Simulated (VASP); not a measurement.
A run of VASP 6.6.1 is set up as follows.

Contents of POSCAR:

```
BN
1.0
    2.5323061166      0.0000000000      0.0000000000
   -1.2661530583      2.1930414271      0.0000000000
    0.0000000000      0.0000000000      4.1892143798
B N
2 2
Direct
    0.6666666667      0.3333333333      0.0001724040
    0.3333333333      0.6666666667      0.5001724040
    0.6666666667      0.3333333333      0.3748275960
    0.3333333333      0.6666666667      0.8748275960
```

File INCAR.step1:

```
SYSTEM = BN
ALGO = Normal
EDIFF = 1E-4
ENCUT = 600
GGA = PE
ISMEAR = 0
LASPH = .True.
LCHARG = .False.
LREAL = .False.
LWAVE = .True.
NELM = 60
PREC = Accurate
SIGMA = 0.05
```

INCAR.step2

```
SYSTEM = BN
ALGO = Normal
EDIFF = 1E-6
EDIFFG = -0.01
ENCUT = 600
IBRION = 2
ISIF = 4
ISMEAR = 0
ISTART = 1
IVDW = 12
LASPH = .True.
LCHARG = .False.
LMIXTAU = .True.
LREAL = .False.
LWAVE = .False.
METAGGA = R2SCAN
NELM = 60
NSW = 60
PREC = Accurate
SIGMA = 0.05
VDW_A1 = 0.49484001
VDW_A2 = 5.73083694
VDW_S6 = 1.0
VDW_S8 = 0.78981345
```

KPOINTS

```
k-points
0
Gamma
  10 10 6
  0 0 0
```

Potentials or basis: VASP PAW PBE potentials, release 64 (B, N).

The run is started by

```sh
$ cat potpaw_PBE.64/B/POTCAR potpaw_PBE.64/N/POTCAR > POTCAR
$ cp INCAR.step1 INCAR
$ mpirun -np 1 vasp_std > vasp.out
$ cp INCAR.step2 INCAR
$ mpirun -np 1 vasp_std > vasp.out
```

Q: Predict the band gap on the k mesh.

A: 5.89 eV, indirect (least direct gap 9.04 eV).

Q: Estimate the dispersion energy per atom.

A: -0.100 eV.

Final structure:
```xyz
4
Lattice="2.5324 0.0000 0.0000 -1.2662 2.1931 0.0000 0.0000 0.0000 4.1890" Properties=species:S:1:pos:R:3 pbc="T T T"
B     1.2662    0.7310    0.0011
B     0.0000    1.4621    2.0956
N     1.2662    0.7310    1.5697
N     0.0000    1.4621    3.6642
```

 A k mesh can miss the band edges.
